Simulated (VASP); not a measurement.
# TiSn (Fm-3m) in VASP: further runs, part 2 of 2

VASP 6.6.1. The steps go on from the part before.

**4. Relaxation of cell and atoms, PBE, target pressure 10 GPa, at which the enthalpy is minimised**

INCAR reads:

```
SYSTEM = TiSn
  ALGO = Fast
  EDIFF = 1E-6
  EDIFFG = -0.01
  ENCUT = 600
  GGA = PE
  IBRION = 2
  ISIF = 3
  ISMEAR = -1
  LASPH = .True.
  LCHARG = .False.
  LREAL = .False.
  LWAVE = .False.
  NELM = 60
  NSW = 60
  PREC = Accurate
  PSTRESS = 100.0
  SIGMA = 0.05
```

KPOINTS reads:

```
k-points
0
Gamma
  8 8 8
  0 0 0
```

POSCAR reads:

```
TiSn
1.0
    0.0000000000      2.8005500000      2.8005500000
    2.8005500000      0.0000000000      2.8005500000
    2.8005500000      2.8005500000      0.0000000000
Ti Sn
1 1
Direct
    0.0000000000      0.0000000000      0.0000000000
    0.5000000000      0.5000000000      0.5000000000
```

Potentials or basis: VASP PAW PBE potentials, release 64 (Ti_sv, Sn_d).

Started as:

```
cat potpaw_PBE.64/Ti_sv/POTCAR potpaw_PBE.64/Sn_d/POTCAR > POTCAR
mpirun -np 1 vasp_std > vasp.out
```

OUTCAR:

```text
SYSTEM = TiSn
   EDIFF = 1E-6
   EDIFFG = -0.01
   ENCUT = 600
   GGA = PE
   IBRION = 2
   ISIF = 3
   ISMEAR = -1
   LASPH = .True.
   LREAL = .False.
   NELM = 60
   NSW = 60
   PREC = Accurate
   PSTRESS = 100.0

 ion  position               nearest neighbor table
   1  0.000  0.000  0.000-   2 2.80   2 2.80   2 2.80   2 2.80   2 2.80   2 2.80
   2  0.500  0.500  0.500-   1 2.80   1 2.80   1 2.80   1 2.80   1 2.80   1 2.80

  LATTYP: Found a face centered cubic cell.
 ALAT       =     5.6011000000

  Lattice vectors:

 A1 = (   0.0000000000,   2.8005500000,   2.8005500000)
 A2 = (   2.8005500000,   0.0000000000,   2.8005500000)
 A3 = (   2.8005500000,   2.8005500000,   0.0000000000)

Analysis of symmetry for initial positions (statically):
=====================================================================
 Subroutine PRICEL returns:
 Original cell was already a primitive cell.

 Routine SETGRP: Setting up the symmetry group for a
 face centered cubic supercell.

 Subroutine GETGRP returns: Found 48 space group operations
 (whereof 48 operations were pure point group operations)
 out of a pool of 48 trial point group operations.

The static configuration has the point symmetry O_h .
[... 726 lines left out ...]

 number of electron      26.0000005 magnetization

------------------------ aborting loop because EDIFF is reached ----------------------------------------

  FORCE on cell =-STRESS in cart. coord.  units (eV):
  Direction    XX          YY          ZZ          XY          YZ          ZX
  --------------------------------------------------------------------------------------
  -------------------------------------------------------------------------------------
  Total        2.4347896      2.4347896      2.4347896      0.0000000     -0.0000000      0.0000000
  in kB       97.6438845     97.6438845     97.6438845      0.0000000     -0.0000000      0.0000000
  external PRESSURE =      -2.3561155 kB  Pullay stress =     100.0000000 kB
[... 25 lines left out ...]
--------------------------------------- Ionic step        4  -------------------------------------------

 number of electron      26.0000005 magnetization

 Free energy of the ion-electron system (eV)
  ---------------------------------------------------
  ext. energy  EPLUGINS =         0.00000000
  ---------------------------------------------------
  free energy    TOTEN  =       -11.69086835 eV

  energy without entropy =      -11.68432578  energy(sigma->0) =      -11.68759706

 E-fermi :   9.3398     XC(G=0): -11.2932

 val. band max:        9.3322972335   @ k =   0.3750   0.3750   0.0000
 cond. band min:       9.4342673375   @ k =   0.0000   0.0000   0.0000
 fundamental gap:      0.1019701040
 Fermi energy:         9.3398405918

 k-point     1 :       0.0000    0.0000    0.0000
  band No.  band energies     occupation
      1     -47.7836      2.00000
      2     -24.0661      2.00000
      3     -24.0661      2.00000
      4     -24.0661      2.00000
      5     -11.6328      2.00000
      6     -11.6328      2.00000
[... 459 lines left out ...]
      6     -11.5851      2.00000
[... 9 lines left out ...]
     16      10.8852      0.00000
     17      13.1632      0.00000

 [... further k-points ...]
[... 5 lines left out ...]
  --------------------------------------------------------------------------------------
  -------------------------------------------------------------------------------------
  Total        2.4706173      2.4706173      2.4706173     -0.0000000     -0.0000000      0.0000000
  in kB       99.2720965     99.2720965     99.2720965     -0.0000000     -0.0000000      0.0000000
  external PRESSURE =      -0.7279035 kB  Pullay stress =     100.0000000 kB
[... 21 lines left out ...]
  energy  without entropy=      -11.6843257759  energy(sigma->0) =      -11.68759706

  enthalpy is  TOTEN    =        -9.2021355043 eV   P V=        2.4887328431

 reached required accuracy - stopping structural energy minimisation
```

CONTCAR:

```text
TiSn
   1.00000000000000
    -0.0000000000000000    2.7115625175299467    2.7115625175299467
     2.7115625175299467   -0.0000000000000000    2.7115625175299467
     2.7115625175299467    2.7115625175299467    0.0000000000000000
  Ti              Sn
     1     1
Direct
     0.0000000000000000    1.0000000000000000    1.0000000000000000
     0.5000000000000000    0.5000000000000000    0.5000000000000000

  0.00000000E+00  0.00000000E+00  0.00000000E+00
  0.00000000E+00  0.00000000E+00  0.00000000E+00
```

Wall time 3.7 min (1 thread of AMD EPYC 9R45 (Zen 5), shared host); peak memory 0.18 GiB.

What came out:

| Item | Value |
| --- | --- |
| Free energy | -11.6909 eV |
| Relaxed volume | 19.94 Å³/atom |
| Relaxed cell | a = 3.835 Å, b = 3.835 Å, c = 3.835 Å, α = 60.00°, β = 60.00°, γ = 60.00° |
| Space group after relaxing (to 0.05 Å) | Fm-3m (No. 225) |
| Energy change on relaxing (the enthalpy is what falls) | +58.0 meV/atom |
| Ionic steps | 4 |
| Pressure after relaxing | 9.9 GPa |
| Band gap on the k mesh | zero (band 13 reaches 9.61 eV, above the bottom of band 14 at 9.16 eV) |

The path:
| step | energy change (eV) | largest force (eV/Å) | pressure (GPa) | volume (Å³) |
| --- | --- | --- | --- | --- |
| 1 | 0.0000 | 0.0000 | 0.01 | 43.93 |
| 2 | 0.5630 | 0.0000 | 26.46 | 35.79 |
| 3 | 0.1112 | 0.0000 | 9.76 | 39.95 |
| 4 | 0.1160 | 0.0000 | 9.93 | 39.87 |

Final structure:
```
Ti Sn
1.0
     0.00000    2.71156    2.71156
     2.71156    0.00000    2.71156
     2.71156    2.71156    0.00000
Ti Sn
1 1
Direct
  0.00000 0.00000 0.00000
  0.50000 0.50000 0.50000
```

Levels at points of the mesh, in eV from the Fermi level:
```tsv
k point	band 10	band 11	band 12	band 13	band 14	band 15	band 16	band 17
(0.00, 0.00, 0.00)	-10.19	0.09	0.09	0.09	0.56	0.56	3.77	3.77
(0.50, 0.00, 0.00)	-7.20	-4.99	-1.59	-1.59	1.09	1.09	1.66	5.72
(0.50, 0.50, 0.00)	-7.17	-3.64	-1.16	0.27	0.27	1.03	1.48	1.49
```

Caveat: the cell is relaxed towards a set pressure, so the enthalpy falls and the energy may rise; spin-orbit coupling is left out, which moves the levels of the heavy elements.

**5. Relaxation of cell and atoms, PBE, target pressure 20 GPa, at which the enthalpy is minimised**

INCAR reads:

```
SYSTEM = TiSn
ALGO = Normal ; EDIFF = 1E-6
EDIFFG = -0.01 ; ENCUT = 600
GGA = PE ; IBRION = 2
ISIF = 3 ; ISMEAR = -1
LASPH = .True. ; LCHARG = .False.
LREAL = .False. ; LWAVE = .False.
NELM = 60 ; NSW = 60
PREC = Accurate ; PSTRESS = 200.0
SIGMA = 0.05
```

KPOINTS is that of step 4.

POSCAR is that of step 4.

Potentials or basis: VASP PAW PBE potentials, release 64 (Ti_sv, Sn_d).

Started as:

```
cat potpaw_PBE.64/Ti_sv/POTCAR potpaw_PBE.64/Sn_d/POTCAR > POTCAR
mpirun -np 1 vasp_std > vasp.out
```

OUTCAR:

```text
SYSTEM = TiSn
   EDIFF = 1E-6
   EDIFFG = -0.01
   ENCUT = 600
   GGA = PE
   IBRION = 2
   ISIF = 3
   ISMEAR = -1
   LASPH = .True.
   LREAL = .False.
   NELM = 60
   NSW = 60
   PREC = Accurate
   PSTRESS = 200.0

 ion  position               nearest neighbor table
   1  0.000  0.000  0.000-   2 2.80   2 2.80   2 2.80   2 2.80   2 2.80   2 2.80
   2  0.500  0.500  0.500-   1 2.80   1 2.80   1 2.80   1 2.80   1 2.80   1 2.80

  LATTYP: Found a face centered cubic cell.
 ALAT       =     5.6011000000

  Lattice vectors:

 A1 = (   0.0000000000,   2.8005500000,   2.8005500000)
 A2 = (   2.8005500000,   0.0000000000,   2.8005500000)
 A3 = (   2.8005500000,   2.8005500000,   0.0000000000)

Analysis of symmetry for initial positions (statically):
=====================================================================
 Subroutine PRICEL returns:
 Original cell was already a primitive cell.

[... 172 lines left out ...]

 val. band max:        8.1720995796   @ k =   0.1250   0.1250   0.0000
 cond. band min:       8.2966564883   @ k =   0.0000   0.0000   0.0000
 fundamental gap:      0.1245569087
 Fermi energy:         8.1884009333

 k-point     1 :       0.0000    0.0000    0.0000
  band No.  band energies     occupation
      1     -49.1297      2.00000
      2     -25.3934      2.00000
      3     -25.3934      2.00000
      4     -25.3934      2.00000
      5     -12.6897      2.00000
      6     -12.6897      2.00000
[... 698 lines left out ...]
--------------------------------------- Ionic step        7  -------------------------------------------

 number of electron      25.9999997 magnetization

 Free energy of the ion-electron system (eV)
  ---------------------------------------------------
  ext. energy  EPLUGINS =         0.00000000
  ---------------------------------------------------
  free energy    TOTEN  =       -11.44106059 eV

  energy without entropy =      -11.43521912  energy(sigma->0) =      -11.43813985

 E-fermi :  10.2450     XC(G=0): -11.6465

 val. band max:       10.1828923292   @ k =   0.1250   0.1250   0.0000
 cond. band min:      10.2637599997   @ k =   0.3750   0.3750   0.0000
 fundamental gap:      0.0808676705
 Fermi energy:        10.2450145202

 k-point     1 :       0.0000    0.0000    0.0000
  band No.  band energies     occupation
      1     -46.7312      2.00000
      2     -23.0296      2.00000
      3     -23.0296      2.00000
      4     -23.0296      2.00000
      5     -10.8251      2.00000
      6     -10.8251      2.00000
[... 504 lines left out ...]
  energy  without entropy=      -11.4352191211  energy(sigma->0) =      -11.43813985

  enthalpy is  TOTEN    =        -6.8032608558 eV   P V=        4.6377997330

 reached required accuracy - stopping structural energy minimisation
```

OSZICAR:

```text
N       E                     dE             d eps       ncg     rms          rms(c)
DAV:   1     0.229892682278E+03    0.22989E+03   -0.15512E+04   987   0.242E+03
DAV:   2     0.643704585100E+01   -0.22346E+03   -0.22183E+03   987   0.503E+02
DAV:   3    -0.131262241731E+02   -0.19563E+02   -0.19283E+02  1430   0.148E+02
[... 72 lines left out ...]
DAV:   3    -0.114410664643E+02    0.57099E-04   -0.29730E-04  1300   0.189E-01    0.233E-02
DAV:   4    -0.114410570952E+02    0.93691E-05   -0.55111E-05  1421   0.870E-02    0.825E-03
DAV:   5    -0.114410584841E+02   -0.13889E-05   -0.28906E-06  1032   0.173E-02    0.546E-03
DAV:   6    -0.114410601456E+02   -0.16615E-05   -0.23969E-06  1252   0.896E-03    0.278E-03
DAV:   7    -0.114410605889E+02   -0.44325E-06   -0.18545E-07   509   0.423E-03
   7 F= -.68032609E+01 E0= -.68003401E+01  d E =-.988320E-05
```

CONTCAR:

```text
TiSn
   1.00000000000000
    -0.0000000000000000    2.6484240770446794    2.6484240770446794
     2.6484240770446794   -0.0000000000000000    2.6484240770446794
     2.6484240770446794    2.6484240770446794   -0.0000000000000000
  Ti              Sn
     1     1
Direct
     0.0000000000000000    0.0000000000000000    0.0000000000000000
     0.5000000000000000    0.5000000000000000    0.5000000000000000

  0.00000000E+00  0.00000000E+00  0.00000000E+00
  0.00000000E+00  0.00000000E+00  0.00000000E+00
```

It took 83 s on 1 thread of AMD EPYC 9R45 (Zen 5), shared host; peak memory 0.18 GiB.

Results:

```
Free energy                                            : -11.4411 eV
Relaxed volume                                         : 18.58 Å³/atom
Relaxed cell                                           : a = 3.745 Å, b = 3.745 Å, c = 3.745 Å, α = 60.00°, β = 60.00°, γ = 60.00°
Space group after relaxing (to 0.05 Å)                 : Fm-3m (No. 225)
Energy change on relaxing (the enthalpy is what falls) : +183.0 meV/atom
Ionic steps                                            : 7
Pressure after relaxing                                : 20.0 GPa
Band gap on the k mesh                                 : zero (band 13 reaches 10.60 eV, above the bottom of band 14 at 10.05 eV)
```

Step by step:
| step | energy change (eV) | largest force (eV/Å) | pressure (GPa) | volume (Å³) |
| --- | --- | --- | --- | --- |
| 1 | 0.0000 | 0.0000 | 0.03 | 43.93 |
| 2 | 2.8536 | 0.0000 | 86.91 | 28.72 |
| 3 | 0.3120 | 0.0000 | 18.07 | 37.61 |
| 4 | 0.3534 | 0.0000 | 19.57 | 37.25 |
| 5 | 0.3690 | 0.0000 | 20.11 | 37.13 |
| 6 | 0.3617 | 0.0000 | 19.85 | 37.19 |
| 7 | 0.3659 | 0.0000 | 20.01 | 37.15 |

Final structure:
```
Ti Sn
1.0
     0.00000    2.64842    2.64842
     2.64842    0.00000    2.64842
     2.64842    2.64842    0.00000
Ti Sn
1 1
Direct
  0.00000 0.00000 0.00000
  0.50000 0.50000 0.50000
```

Levels at points of the mesh, in eV from the Fermi level:
| k point | band 11 | band 12 | band 13 | band 14 | band 15 | band 16 |
| --- | --- | --- | --- | --- | --- | --- |
| (0.00, 0.00, 0.00) | 0.08 | 0.08 | 0.08 | 0.64 | 0.64 | 4.13 |
| (0.50, 0.00, 0.00) | -5.28 | -1.71 | -1.71 | 1.18 | 1.18 | 1.83 |
| (0.50, 0.50, 0.00) | -3.83 | -1.31 | 0.35 | 0.35 | 1.16 | 1.62 |

Caveat: the cell is relaxed towards a set pressure, so the enthalpy falls and the energy may rise; the volume moved by over 15 % at a fixed basis, so the end points are rough; spin-orbit coupling is left out, which moves the levels of the heavy elements.

**6. Relaxation of cell and atoms, PBE, target pressure 30 GPa, at which the enthalpy is minimised**

INCAR reads:

```
SYSTEM = TiSn
PREC = Accurate ; ENCUT = 600
EDIFF = 1E-6 ; ISMEAR = -1
SIGMA = 0.05 ; LREAL = .False.
LASPH = .True. ; NELM = 100
ALGO = Normal ; ISIF = 3
LWAVE = .False. ; LCHARG = .False.
GGA = PE ; IBRION = 2
NSW = 60 ; EDIFFG = -0.01
PSTRESS = 300.0
```

KPOINTS reads:

```
Automatic mesh
0
Gamma
  8 8 8
  0 0 0
```

POSCAR is that of step 5.

Potentials or basis: VASP PAW PBE potentials, release 64 (Ti_sv, Sn_d).

Started as:

```
cat potpaw_PBE.64/Ti_sv/POTCAR potpaw_PBE.64/Sn_d/POTCAR > POTCAR
mpirun -np 1 vasp_std > vasp.out
```

Wall time 2.4 min (1 thread of AMD EPYC 9R45 (Zen 5), shared host); peak memory 0.18 GiB.

The run converged. Its results:

* Free energy: -11.1287 eV
* Relaxed volume: 17.57 Å³/atom
* Relaxed cell: a = 3.676 Å, b = 3.676 Å, c = 3.676 Å, α = 60.00°, β = 60.00°, γ = 60.00°
* Space group after relaxing (to 0.05 Å): Fm-3m (No. 225)
* Energy change on relaxing (the enthalpy is what falls): +339.1 meV/atom
* Ionic steps: 17
* Pressure after relaxing: 30.0 GPa
* Band gap on the k mesh: zero (band 13 reaches 11.43 eV, above the bottom of band 14 at 10.79 eV)

Step by step:
```tsv
step	energy change (eV)	largest force (eV/Å)	pressure (GPa)	volume (Å³)
1	0.0000	0.0000	0.03	43.93
2	8.2940	0.0000	220.39	22.64
3	0.4824	0.0000	24.04	36.30
4	0.6035	0.0000	27.74	35.55
5	0.6816	0.0000	30.11	35.12
6	0.6513	0.0000	29.18	35.28
7	0.6529	0.0000	29.25	35.27
8	0.6577	0.0000	29.37	35.25
9	0.6578	0.0000	29.37	35.24
10	0.6580	0.0000	29.36	35.24
11	0.6585	0.0000	29.38	35.24
12	0.6594	0.0000	29.44	35.24
13	0.6612	0.0000	29.50	35.23
14	0.6647	0.0000	29.59	35.21
15	0.6719	0.0000	29.81	35.17
16	0.6865	0.0000	30.24	35.09
17	0.6783	0.0000	30.01	35.13
```

Final structure:
```xyz
2
Lattice="0.0000 2.5996 2.5996 2.5996 0.0000 2.5996 2.5996 2.5996 0.0000" Properties=species:S:1:pos:R:3 pbc="T T T"
Ti    0.0000    0.0000    0.0000
Sn    2.5996    2.5996    2.5996
```

Levels at points of the mesh, in eV from the Fermi level:
| k point | band 9 | band 10 | band 11 | band 12 | band 13 | band 14 | band 15 | band 16 | band 17 |
| --- | --- | --- | --- | --- | --- | --- | --- | --- | --- |
| (0.00, 0.00, 0.00) | -21.06 | -10.92 | 0.06 | 0.06 | 0.06 | 0.72 | 0.72 | 4.44 | 4.44 |
| (0.50, 0.00, 0.00) | -20.99 | -7.39 | -5.52 | -1.81 | -1.81 | 1.25 | 1.25 | 1.98 | 6.30 |
| (0.50, 0.50, 0.00) | -20.95 | -7.50 | -3.99 | -1.44 | 0.43 | 0.43 | 1.28 | 1.73 | 1.73 |

Caveat: the cell is relaxed towards a set pressure, so the enthalpy falls and the energy may rise; the volume moved by over 15 % at a fixed basis, so the end points are rough; spin-orbit coupling is left out, which moves the levels of the heavy elements.

**7. Summary**

| cell | gap on the mesh (eV) | pressure (GPa) |
| --- | --- | --- |
| relaxed to 2 GPa | none | 2.0 |
| relaxed to 5 GPa | none | 5.0 |
| relaxed to 10 GPa | none | 9.9 |
| relaxed to 20 GPa | none | 20.0 |
| relaxed to 30 GPa | none | 30.0 |

Alike in all rows: task relaxation of cell and atoms; level PBE; potentials or basis VASP PAW PBE potentials, release 64 (Ti_sv, Sn_d); no spin polarisation; k mesh 8 × 8 × 8; cutoff (eV) 600; smearing fermi-dirac 0.05 eV.

Caveats: the cell is relaxed towards a set pressure, so the enthalpy falls and the energy may rise; spin-orbit coupling is left out, which moves the levels of the heavy elements; the volume moved by over 15 % at a fixed basis, so the end points are rough (some runs).

Absolute energies hang on the potentials; compare differences alone.
